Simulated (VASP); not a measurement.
# KI (Cmmm) in VASP: single point with HSE06

Aim: the single point of KI with HSE06.

Everything below comes from runs of VASP 6.6.1. Logs are shortened: lines on timing, memory, paths and dates and some standing lists are left out, and cuts for length are marked.

**1. The cell of the first run**

The structure is orthorhombic, space group Cmmm (No. 65). The conventional cell has a = 5.975 Å, b = 6.161 Å, c = 4.291 Å, α = 90.00°, β = 90.00°, γ = 90.00°. Within 4.8 Å of K (site symmetry mmm) lie 8 I at 3.68 to 3.75 Å and 6 K at 4.29 Å. I (site symmetry mmm) has 8 K at 3.68 to 3.75 Å and 6 I at 4.29 Å within 4.8 Å.

**2. Single point, HSE06 (shear xy strain -3.1%)**

Input file POSCAR:

```
KI
1.0
    4.2909401544     -0.0658659314      0.0000000000
   -0.0658659314      4.2909401544      0.0000000000
    0.0000000000      0.0000000000      4.2909401544
K I
1 1
Direct
    0.0000000000      0.0000000000      0.0000000000
    0.5000000000      0.5000000000      0.5000000000
```

Input file INCAR.step1:

```
PREC = Accurate
ENCUT = 520
EDIFF = 1E-5
ISMEAR = 0
SIGMA = 0.01
LREAL = F
LASPH = T
NELM = 80
ALGO = Normal
ISIF = 2
LWAVE = T
LCHARG = F
NBANDS = 15
GGA = PE
```

Input file INCAR.step2:

```
PREC = Accurate
ENCUT = 520
EDIFF = 1E-6
ISMEAR = 0
SIGMA = 0.01
LREAL = F
LASPH = T
NELM = 80
ALGO = Normal
ISIF = 2
LWAVE = F
LCHARG = F
GGA = PE
LHFCALC = T
HFSCREEN = 0.2079
PRECFOCK = Normal
NBANDS = 15
ISTART = 1
```

Input file KPOINTS:

```
Automatic mesh
0
Gamma
  4 4 4
```

Potentials or basis: VASP PAW PBE potentials, release 64 (K_sv, I).

The run is started by

```
> cat potpaw_PBE.64/K_sv/POTCAR potpaw_PBE.64/I/POTCAR > POTCAR
> cp INCAR.step1 INCAR
> mpirun -np 1 vasp_std > vasp.out
> cp INCAR.step2 INCAR
> mpirun -np 1 vasp_std > vasp.out
```

OUTCAR:

```text
PREC = Accurate
   ENCUT = 520
   EDIFF = 1E-6
   ISMEAR = 0
   LREAL = F
   LASPH = T
   NELM = 80
   ISIF = 2
   GGA = PE
   LHFCALC = T
   HFSCREEN = 0.2079
   PRECFOCK = Normal
   ISTART = 1

 ion  position               nearest neighbor table
   1  0.000  0.000  0.000-   2 3.68   2 3.68   2 3.68   2 3.68
   2  0.500  0.500  0.500-   1 3.68   1 3.68   1 3.68   1 3.68

  LATTYP: Found a base centered orthorhombic cell.
 ALAT       =     5.9751572682
 B/A-ratio  =     1.0311785914
 C/A-ratio  =     0.7181300779

  Lattice vectors:

 A1 = (   4.2909401544,  -0.0658659314,   0.0000000000)
 A2 = (  -0.0658659314,   4.2909401544,   0.0000000000)
 A3 = (   0.0000000000,   0.0000000000,   4.2909401544)

Analysis of symmetry for initial positions (statically):
=====================================================================
 Subroutine PRICEL returns:
 Original cell was already a primitive cell.

 Routine SETGRP: Setting up the symmetry group for a
 base centered orthorhombic supercell.

 Subroutine GETGRP returns: Found  8 space group operations
 (whereof  8 operations were pure point group operations)
 out of a pool of  8 trial point group operations.

The static configuration has the point symmetry D_2h.

Analysis of symmetry for dynamics (positions and initial velocities):
=====================================================================
 Subroutine PRICEL returns:
 Original cell was already a primitive cell.

 Routine SETGRP: Setting up the symmetry group for a
 base centered orthorhombic supercell.

 Subroutine GETGRP returns: Found  8 space group operations
 (whereof  8 operations were pure point group operations)
 out of a pool of  8 trial point group operations.

The dynamic configuration has the point symmetry D_2h.

 Subroutine INISYM returns: Found  8 space group operations
 (whereof  8 operations are pure point group operations),
 and found     1 'primitive' translations

----------------------------------------------------------------------------------------

                                     Primitive cell

  volume of cell :      78.9869

  direct lattice vectors                    reciprocal lattice vectors
     4.290940154 -0.065865931  0.000000000     0.233104085  0.003578148  0.000000000
    -0.065865931  4.290940154  0.000000000     0.003578148  0.233104085  0.000000000
     0.000000000  0.000000000  4.290940154     0.000000000  0.000000000  0.233049160

  length of vectors
     4.291445646  4.291445646  4.290940154     0.233131546  0.233131546  0.233049160

  position of ions in fractional coordinates (direct lattice)
     0.000000000  0.000000000  0.000000000
     0.500000000  0.500000000  0.500000000

  ion indices of the primitive-cell ions
   primitive index   ion index
                 1           1
                 2           2

----------------------------------------------------------------------------------------

 KPOINTS: Automatic mesh

Automatic generation of k-mesh.
 Grid dimensions read from file:
 generate k-points for:    4    4    4

 Generating k-lattice:

  Cartesian coordinates                     Fractional coordinates (reciprocal lattice)
     0.058276021  0.000894537  0.000000000     0.250000000  0.000000000  0.000000000
     0.000894537  0.058276021  0.000000000     0.000000000  0.250000000  0.000000000
     0.000000000  0.000000000  0.058262290     0.000000000  0.000000000  0.250000000

  Length of vectors
     0.058282886  0.058282886  0.058262290

  Shift w.r.t. Gamma in fractional coordinates (k-lattice)
     0.000000000  0.000000000  0.000000000

 Subroutine IBZKPT returns following result:
 ===========================================

 Found     21 irreducible k-points:

 Following reciprocal coordinates:
            Coordinates               Weight
  0.000000  0.000000  0.000000      1.000000
  0.250000  0.000000  0.000000      4.000000
  0.500000  0.000000  0.000000      2.000000
  0.250000  0.250000  0.000000      2.000000
  0.500000  0.250000  0.000000      4.000000
 -0.250000  0.250000  0.000000      2.000000
[... 13 lines left out ...]
 -0.250000  0.250000  0.500000      2.000000
  0.500000  0.500000  0.500000      1.000000
   k-points           NKPTS =     21   k-points in BZ     NKDIM =     64   number of bands    NBANDS=     15
   number of dos      NEDOS =    301   number of ions     NIONS =      2
   total plane-waves  NPLWV =  32768
   dimension x,y,z NGX =    32 NGY =   32 NGZ =   32
   dimension x,y,z NGXF=    64 NGYF=   64 NGZF=   64
   ions per type =               1   1
   NGX,Y,Z   is equivalent  to a cutoff of  12.40, 12.40, 12.40 a.u.
   NGXF,Y,Z  is equivalent  to a cutoff of  24.79, 24.79, 24.80 a.u.
 SYSTEM =  unknown system
   PREC   = accura    normal or accurate (medium, high low for compatibility)
   ISTART =      1    job   : 0-new  1-cont  2-samecut
   ICHARG =      0    charge: 1-file 2-atom 10-const
   ISPIN  =      1    spin polarized calculation?
   LNONCOLLINEAR =      F non collinear calculations
   LSORBIT =      F    spin-orbit coupling
   LASPH  =      T    aspherical Exc in radial PAW
   ENCUT  =  520.0 eV  38.22 Ry    6.18 a.u.   7.98  7.98  7.98*2*pi/ulx,y,z
   NELM   =     80;   NELMIN=  2; NELMDL=  0     # of ELM steps
   EDIFF  = 0.1E-05   stopping-criterion for ELM
   LREAL  =      F    real-space projection
   EDIFFG = 0.1E-04   stopping-criterion for IOM
   NSW    =      0    number of steps for IOM
   IBRION =     -1    ionic relax: 0-MD 1-quasi-New 2-CG
   NFREE  =      0    steps in history (QN), initial steepest desc. (CG)
   ISIF   =      2    stress and relaxation
   ISYM   =      3    0-nonsym 1-usesym 2-fastsym
   POTIM  = 0.5000    time-step for ionic-motion
   TEBEG  =    0.0;   TEEND  =   0.0 temperature during run
   PSTRESS=    0.0 pullay stress
   NELECT =      16.0000    total number of electrons
   NUPDOWN=      -1.0000    fix difference up-down
   EMIN   =  10.00;   EMAX   =-10.00  energy-range for DOS
   EFERMI =   0.00;   METHOD = LEGACY
   ISMEAR =     0;   SIGMA  =   0.01  broadening in eV -4-tet -1-fermi 0-gaus
   EFERMI_NEDOS =   21; number of points for ismear=-14 and -15
   IALGO  =     38    algorithm
   IMIX   =      1    mixing-type and parameters
     AMIX     =   0.40;   BMIX     =  1.00
     AMIX_MAG =   1.60;   BMIX_MAG =  1.00
  volume/ion in A,a.u.               =      39.49       266.51
  Fermi-wavevector in a.u.,A,eV,Ry     =   0.961457  1.816890 12.577217  0.924399
  Thomas-Fermi vector in A             =   2.090830
   LORBIT       =      0    0 simple, 1 ext, 2 COOP (PROOUT), +10 PAW based schemes
   GGA     = PE    functional components
   LHFCALC =     T    Hartree Fock is set to
   PRECFOCK=normal    Normal, Fast or Accurate (Low or Medium for compatibility)
   ENCUT4O =  -1.0   cutoff for four orbital integrals eV
   NKREDX  =     1    reduce k-point grid by
   NKREDY  =     1    reduce k-point grid by
   NKREDZ  =     1    reduce k-point grid by
   AEXX    =    0.2500 exact exchange contribution
   HFSCREEN=    0.2079 screening length (either q_TF or 0.3 A-1)
   HFSCREENC=   0.2079 screening length for correlation (either q_TF or 0.3 A-1)
   ENCUTFOCK=  -1.0 apply spherical cutoff to Coloumb kernel
   IVDW    =     0    specifies the selected vdW correction
   LEPSILON=     F    determine dielectric tensor
   LRPA    =     F    only Hartree local field effects (RPA)
 non-spin polarized calculation
 Gauss-broadening in eV      SIGMA  =   0.01
  energy-cutoff  :      520.00
  volume of cell :       78.99
 maximum number of plane-waves:      2148
  NGX = 24; NGY = 24; NGZ = 24

 number of electron      16.0000003 magnetization

 Free energy of the ion-electron system (eV)
  ---------------------------------------------------
  ext. energy  EPLUGINS =         0.00000000
  ---------------------------------------------------
  free energy    TOTEN  =        -6.25529868 eV

  energy without entropy =       -6.25529868  energy(sigma->0) =       -6.25529868

 E-fermi :   0.2883     XC(G=0):  -6.4655

 val. band max:        0.2106552914   @ k =   0.5000   0.5000   0.0000
 cond. band min:       4.5120645495   @ k =   0.0000   0.0000   0.0000
 fundamental gap:      4.3014092581
 Fermi energy:         0.2883160705

 k-point     1 :       0.0000    0.0000    0.0000
  band No.  band energies     occupation
      1     -31.5630      2.00000
      2     -13.6620      2.00000
      3     -13.6615      2.00000
      4     -13.6615      2.00000
      5     -11.8988      2.00000
      6      -0.2090      2.00000
      7      -0.1801      2.00000
      8      -0.1493      2.00000
      9       4.5121      0.00000
     10       5.9971      0.00000
     11       6.0033      0.00000
     12       9.9281      0.00000
     13      10.0053      0.00000
     14      10.1269      0.00000
     15      12.1177      0.00000

 k-point     2 :       0.2500    0.0000    0.0000
  band No.  band energies     occupation
      1     -31.5606      2.00000
      2     -13.7540      2.00000
      3     -13.6558      2.00000
      4     -13.6553      2.00000
      5     -11.7264      2.00000
      6      -1.3713      2.00000
      7      -0.1351      2.00000
      8      -0.1347      2.00000
      9       5.5705      0.00000
     10       6.4769      0.00000
     11       7.4234      0.00000
     12       9.7775      0.00000
     13       9.8165      0.00000
     14      10.2539      0.00000
     15      10.3090      0.00000
[... 311 lines left out ...]
      3     -13.6954      2.00000
      4     -13.6843      2.00000
      5     -11.4662      2.00000
      6      -1.8025      2.00000
      7      -0.9358      2.00000
      8      -0.8193      2.00000
      9       6.4144      0.00000
     10       7.1118      0.00000
     11       7.9303      0.00000
     12       8.5203      0.00000
     13       9.8747      0.00000
     14      10.2785      0.00000
     15      11.3671      0.00000

 k-point    21 :       0.5000    0.5000    0.5000
  band No.  band energies     occupation
      1     -31.5492      2.00000
      2     -13.7285      2.00000
      3     -13.7251      2.00000
      4     -13.7204      2.00000
      5     -11.3085      2.00000
      6      -1.5808      2.00000
      7      -1.5684      2.00000
      8      -1.5518      2.00000
      9       6.6954      0.00000
     10       6.8129      0.00000
     11       6.9294      0.00000
     12      10.4191      0.00000
     13      10.4894      0.00000
     14      10.6647      0.00000
     15      10.6860      0.00000

------------------------ aborting loop because EDIFF is reached ----------------------------------------

  FORCE on cell =-STRESS in cart. coord.  units (eV):
  Direction    XX          YY          ZZ          XY          YZ          ZX
  --------------------------------------------------------------------------------------
  -------------------------------------------------------------------------------------
  Total        0.1552714      0.1552714      0.1568888      0.0478159      0.0000000      0.0000000
  in kB        3.1495399      3.1495399      3.1823472      0.9699014      0.0000000      0.0000000
  external PRESSURE =       3.1604757 kB  Pullay stress =       0.0000000 kB

 VOLUME and BASIS-vectors are now :
 -----------------------------------------------------------------------------
  energy-cutoff  :      520.00
  volume of cell :       78.99
      direct lattice vectors                 reciprocal lattice vectors
     4.290940154 -0.065865931  0.000000000     0.233104085  0.003578148  0.000000000
    -0.065865931  4.290940154  0.000000000     0.003578148  0.233104085  0.000000000
     0.000000000  0.000000000  4.290940154     0.000000000  0.000000000  0.233049160

 POSITION                                       TOTAL-FORCE (eV/Angst)
 -----------------------------------------------------------------------------------
      0.00000      0.00000      0.00000        -0.000000      0.000000      0.000000
      2.11254      2.11254      2.14547         0.000000      0.000000      0.000000
 -----------------------------------------------------------------------------------
    total drift:                               -0.000003      0.000009     -0.000002

  FREE ENERGIE OF THE ION-ELECTRON SYSTEM (eV)
  ---------------------------------------------------
  free  energy   TOTEN  =        -6.2552986790 eV

  energy  without entropy=       -6.2552986790  energy(sigma->0) =       -6.25529868
```

Wall time 16 min (1 thread of Intel Xeon Platinum 8259CL at 2.50GHz (Skylake/Cascade Lake), shared host); peak memory 0.31 GiB.

Results:

* Free energy: -6.2553 eV
* Pressure: 0.3 GPa
* Band gap on the k mesh: 4.30 eV (least direct gap 4.66 eV)

Caveat: the cell differs from its parent crystal (shear xy strain -3.1%); the PAW data sets were made with another functional, which shifts forces and pressure a little; spin-orbit coupling is left out, which moves the levels of the heavy elements.
